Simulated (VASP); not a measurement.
# Nb (Fm-3m) in VASP: notebook

Runs on Nb. Level: PBEsol. Tasks: electric field gradients.

Everything below comes from runs of VASP 6.6.1. Logs are shortened: lines on timing, memory, paths and dates and some standing lists are left out, and cuts for length are marked.

## 1. The cell of the first run

It takes space group Fm-3m (No. 225, cubic). The conventional cell has a = 4.173 Å, b = 4.173 Å, c = 4.173 Å, α = 90.00°, β = 90.00°, γ = 90.00°. Within 3.9 Å of Nb (site symmetry m-3m) lie 12 Nb at 2.95 Å.

## 2. Electric field gradients, PBEsol (volume scaled by 0.96)

Input file INCAR:

```
SYSTEM = Nb
ALGO = Normal
EDIFF = 1E-8
ENCUT = 520
GGA = PS
ISIF = 2
ISMEAR = -1
LASPH = .True.
LCHARG = .False.
LEFG = .True.
LREAL = .False.
LWAVE = .False.
NBANDS = 12
NELM = 60
PREC = Accurate
SIGMA = 0.08
```

Input file KPOINTS:

```
k-points
0
Gamma
  13 13 13
  0 0 0
```

Input file POSCAR:

```
Nb
1.0
    0.0000000000      2.0864154149      2.0864154149
    2.0864154149      0.0000000000      2.0864154149
    2.0864154149      2.0864154149      0.0000000000
Nb
1
Direct
    0.0000000000      0.0000000000      0.0000000000
```

Potentials or basis: VASP PAW PBE potentials, release 64 (Nb_sv).

Command:

```
$ cat potpaw_PBE.64/Nb_sv/POTCAR > POTCAR
$ mpirun -np 1 vasp_std > vasp.out
```

OUTCAR:

```text
SYSTEM = Nb
   EDIFF = 1E-8
   ENCUT = 520
   GGA = PS
   ISIF = 2
   ISMEAR = -1
   LASPH = .True.
   LREAL = .False.
   NELM = 60
   PREC = Accurate

 ion  position               nearest neighbor table
   1  0.000  0.000  0.000-

  LATTYP: Found a face centered cubic cell.
 ALAT       =     4.1728308298

  Lattice vectors:

 A1 = (   0.0000000000,   2.0864154149,   2.0864154149)
 A2 = (   2.0864154149,   0.0000000000,   2.0864154149)
 A3 = (   2.0864154149,   2.0864154149,   0.0000000000)

Analysis of symmetry for initial positions (statically):
=====================================================================
 Subroutine PRICEL returns:
 Original cell was already a primitive cell.

 Routine SETGRP: Setting up the symmetry group for a
 face centered cubic supercell.

 Subroutine GETGRP returns: Found 48 space group operations
 (whereof 48 operations were pure point group operations)
 out of a pool of 48 trial point group operations.

The static configuration has the point symmetry O_h .

Analysis of symmetry for dynamics (positions and initial velocities):
=====================================================================
 Subroutine PRICEL returns:
 Original cell was already a primitive cell.

 Routine SETGRP: Setting up the symmetry group for a
 face centered cubic supercell.

 Subroutine GETGRP returns: Found 48 space group operations
 (whereof 48 operations were pure point group operations)
 out of a pool of 48 trial point group operations.

The dynamic configuration has the point symmetry O_h .

 Subroutine INISYM returns: Found 48 space group operations
 (whereof 48 operations are pure point group operations),
 and found     1 'primitive' translations

----------------------------------------------------------------------------------------

                                     Primitive cell

  volume of cell :      18.1649

  direct lattice vectors                    reciprocal lattice vectors
     0.000000000  2.086415415  2.086415415    -0.239645469  0.239645469  0.239645469
     2.086415415  0.000000000  2.086415415     0.239645469 -0.239645469  0.239645469
     2.086415415  2.086415415  0.000000000     0.239645469  0.239645469 -0.239645469
[... 125 lines left out ...]
  ---------------------------------------------------
  free energy    TOTEN  =       -10.62001565 eV

  energy without entropy =      -10.58712585  energy(sigma->0) =      -10.60357075

 E-fermi :  11.2738     XC(G=0): -12.5881

 val. band max:       11.2563795254   @ k =  -0.4615   0.2308   0.0000
 cond. band min:      11.2782242163   @ k =   0.3846   0.2308   0.0000
 fundamental gap:      0.0218446909
 Fermi energy:        11.2738375284

 k-point     1 :       0.0000    0.0000    0.0000
  band No.  band energies     occupation
      1     -43.3693      2.00000
      2     -18.7119      2.00000
      3     -18.7119      2.00000
      4     -18.7119      2.00000
      5       4.9605      2.00000
      6      11.3710      0.45788
      7      11.3710      0.45788
      8      11.3710      0.45788
      9      14.0844      0.00000
     10      14.0844      0.00000
     11      23.1578      0.00000
     12      28.0399      0.00000
[... 331 lines left out ...]
 k-point    24 :       0.4615    0.1538    0.0000
  band No.  band energies     occupation
      1     -43.1409      2.00000
      2     -19.8759      2.00000
      3     -19.0340      2.00000
      4     -18.9531      2.00000
      5       7.9785      2.00000
      6      10.2125      2.00000
      7      11.2885      0.90861
      8      12.0307      0.00016
      9      16.2451      0.00000
     10      16.6645      0.00000
     11      22.4004      0.00000
     12      24.9980      0.00000

 [... further k-points ...]

------------------------ aborting loop because EDIFF is reached ----------------------------------------

  FORCE on cell =-STRESS in cart. coord.  units (eV):
  Direction    XX          YY          ZZ          XY          YZ          ZX
  --------------------------------------------------------------------------------------
  -------------------------------------------------------------------------------------
  Total       -0.0299060     -0.0299060     -0.0299060      0.0000000      0.0000000      0.0000000
  in kB       -2.6377646     -2.6377646     -2.6377646      0.0000000      0.0000000      0.0000000
  external PRESSURE =      -2.6377646 kB  Pullay stress =       0.0000000 kB

 VOLUME and BASIS-vectors are now :
 -----------------------------------------------------------------------------
  energy-cutoff  :      520.00
  volume of cell :       18.16
      direct lattice vectors                 reciprocal lattice vectors
     0.000000000  2.086415415  2.086415415    -0.239645469  0.239645469  0.239645469
     2.086415415  0.000000000  2.086415415     0.239645469 -0.239645469  0.239645469
     2.086415415  2.086415415  0.000000000     0.239645469  0.239645469 -0.239645469

 POSITION                                       TOTAL-FORCE (eV/Angst)
 -----------------------------------------------------------------------------------
      0.00000      0.00000      0.00000         0.000000      0.000000      0.000000
 -----------------------------------------------------------------------------------
    total drift:                                0.000000     -0.000000     -0.000000

  FREE ENERGIE OF THE ION-ELECTRON SYSTEM (eV)
  ---------------------------------------------------
  free  energy   TOTEN  =       -10.6200156495 eV

  energy  without entropy=      -10.5871258527  energy(sigma->0) =      -10.60357075

 Electric field gradients (V/A^2)
---------------------------------------------------------------------
 ion       V_xx      V_yy      V_zz      V_xy      V_xz      V_yz
---------------------------------------------------------------------
   1       0.000     0.000     0.000    -0.000    -0.000    -0.000
---------------------------------------------------------------------

 Electric field gradients after diagonalization (V/A^2)
 (convention: |V_zz| > |V_xx| > |V_yy|)
----------------------------------------------------------------------
 ion       V_xx      V_yy      V_zz     asymmetry (V_yy - V_xx)/ V_zz
----------------------------------------------------------------------
   1       0.000     0.000    -0.000       0.000
----------------------------------------------------------------------

           NMR quadrupolar parameters

 Cq : quadrupolar parameter    Cq=e*Q*V_zz/h
 eta: asymmetry parameters     (V_yy - V_xx)/ V_zz
 Q  : nuclear electric quadrupole moment in mb (millibarn)
----------------------------------------------------------------------
 ion       Cq(MHz)       eta       Q (mb)
----------------------------------------------------------------------
   1      -0.000       0.000       1.000
----------------------------------------------------------------------
```

It took 13 s on 1 thread of AMD EPYC 9R45 (Zen 5), shared host; peak memory 0.12 GiB.

What came out:

| Item | Value |
| --- | --- |
| Free energy | -10.6200 eV |
| Pressure | -0.3 GPa |

Levels at points of the mesh, in eV from the Fermi level:
| k point | band 2 | band 3 | band 4 | band 5 | band 6 | band 7 | band 8 | band 9 | band 10 | band 11 |
| --- | --- | --- | --- | --- | --- | --- | --- | --- | --- | --- |
| (0.00, 0.00, 0.00) | -29.99 | -29.99 | -29.99 | -6.31 | 0.10 | 0.10 | 0.10 | 2.81 | 2.81 | 11.88 |

Caveat: without QUAD_EFG the Cq values of the log hold for a quadrupole moment of 1 mb, not for the nuclei; the PAW data sets were made with another functional, which shifts forces and pressure a little.

## 3. Electric field gradients, PBEsol (volume scaled by 1.01)

Input file INCAR:

```
PREC = Accurate
ENCUT = 520
EDIFF = 1E-8
ISMEAR = -1
SIGMA = 0.08
LREAL = False
LASPH = True
NELM = 60
ALGO = Normal
ISIF = 2
LWAVE = False
LCHARG = False
GGA = PS
LEFG = True
NBANDS = 12
```

Input file KPOINTS:

```
regular mesh
0
Gamma
  13 13 13
```

Input file POSCAR:

```
Nb
1.0
    0.0000000000      2.1220266297      2.1220266297
    2.1220266297      0.0000000000      2.1220266297
    2.1220266297      2.1220266297      0.0000000000
Nb
1
Direct
    0.0000000000      0.0000000000      0.0000000000
```

Potentials or basis: VASP PAW PBE potentials, release 64 (Nb_sv).

Command:

```
$ cat potpaw_PBE.64/Nb_sv/POTCAR > POTCAR
$ mpirun -np 1 vasp_std > vasp.out
```

OUTCAR:

```text
PREC = Accurate
   ENCUT = 520
   EDIFF = 1E-8
   ISMEAR = -1
   LREAL = False
   LASPH = True
   NELM = 60
   ISIF = 2
   GGA = PS

 ion  position               nearest neighbor table
   1  0.000  0.000  0.000-

  LATTYP: Found a face centered cubic cell.
 ALAT       =     4.2440532594

  Lattice vectors:

 A1 = (   0.0000000000,   2.1220266297,   2.1220266297)
 A2 = (   2.1220266297,   0.0000000000,   2.1220266297)
[... 565 lines left out ...]
    total drift:                               -0.000000     -0.000000     -0.000000

  FREE ENERGIE OF THE ION-ELECTRON SYSTEM (eV)
  ---------------------------------------------------
  free  energy   TOTEN  =       -10.5942234203 eV

  energy  without entropy=      -10.5610633730  energy(sigma->0) =      -10.57764340

 Electric field gradients (V/A^2)
---------------------------------------------------------------------
 ion       V_xx      V_yy      V_zz      V_xy      V_xz      V_yz
---------------------------------------------------------------------
   1      -0.000    -0.000     0.000     0.000     0.000     0.000
---------------------------------------------------------------------

 Electric field gradients after diagonalization (V/A^2)
 (convention: |V_zz| > |V_xx| > |V_yy|)
----------------------------------------------------------------------
 ion       V_xx      V_yy      V_zz     asymmetry (V_yy - V_xx)/ V_zz
----------------------------------------------------------------------
   1      -0.000    -0.000     0.000       0.000
----------------------------------------------------------------------

           NMR quadrupolar parameters

 Cq : quadrupolar parameter    Cq=e*Q*V_zz/h
 eta: asymmetry parameters     (V_yy - V_xx)/ V_zz
 Q  : nuclear electric quadrupole moment in mb (millibarn)
----------------------------------------------------------------------
 ion       Cq(MHz)       eta       Q (mb)
----------------------------------------------------------------------
   1       0.000       0.000       1.000
----------------------------------------------------------------------
```

OSZICAR:

```text
N       E                     dE             d eps       ncg     rms          rms(c)
DAV:   1     0.118453648476E+03    0.11845E+03   -0.72293E+03  2024   0.107E+03
DAV:   2    -0.619474331819E+01   -0.12465E+03   -0.12014E+03  2172   0.390E+02
DAV:   3    -0.108673472279E+02   -0.46726E+01   -0.44777E+01  2972   0.665E+01
DAV:   4    -0.111562240556E+02   -0.28888E+00   -0.28627E+00  2800   0.148E+01
DAV:   5    -0.111670331081E+02   -0.10809E-01   -0.10805E-01  3060   0.245E+00    0.670E+00
DAV:   6    -0.106574182632E+02    0.50961E+00   -0.77249E-01  3220   0.106E+01    0.233E+00
DAV:   7    -0.105913339228E+02    0.66084E-01   -0.22108E-01  3288   0.557E+00    0.102E+00
DAV:   8    -0.105941727838E+02   -0.28389E-02   -0.13358E-02  2408   0.149E+00    0.474E-02
DAV:   9    -0.105942086603E+02   -0.35877E-04   -0.83248E-04  3368   0.313E-01    0.305E-02
DAV:  10    -0.105942239309E+02   -0.15271E-04   -0.13995E-05  2464   0.468E-02    0.123E-02
DAV:  11    -0.105942234316E+02    0.49931E-06   -0.84221E-06  2820   0.448E-02    0.214E-03
DAV:  12    -0.105942234839E+02   -0.52303E-07   -0.69235E-07  2996   0.773E-03    0.670E-04
DAV:  13    -0.105942234182E+02    0.65665E-07   -0.13046E-08  2356   0.994E-04    0.186E-04
DAV:  14    -0.105942234203E+02   -0.20968E-08   -0.34239E-09  1536   0.595E-04
   1 F= -.10594223E+02 E0= -.10577643E+02  d E =-.331600E-01
```

stdout:

```text
POSCAR found type information on POSCAR Nb
 POSCAR found :  1 types and       1 ions
 scaLAPACK will be used
 -----------------------------------------------------------------------------
|                                                                             |
|                                                                             |
|     You enforced a specific xc type in the INCAR file but a different       |
|     I HOPE YOU KNOW WHAT YOU ARE DOING!                                     |
|                                                                             |
 -----------------------------------------------------------------------------

 LDA part: xc-table for (Slater+PW92), standard interpolation
 POSCAR, INCAR and KPOINTS ok, starting setup
 FFT: planning ... GRIDC
 FFT: planning ... GRID_SOFT
 FFT: planning ... GRID
 WAVECAR not read
 entering main loop
ion   1
```

Wall time 13 s (1 thread of AMD EPYC 9R45 (Zen 5), shared host); peak memory 0.12 GiB.

What came out:

| Quantity | Value |
| --- | --- |
| Free energy | -10.5942 eV |
| Pressure | -8.4 GPa |

Caveat: without QUAD_EFG the Cq values of the log hold for a quadrupole moment of 1 mb, not for the nuclei; the PAW data sets were made with another functional, which shifts forces and pressure a little.
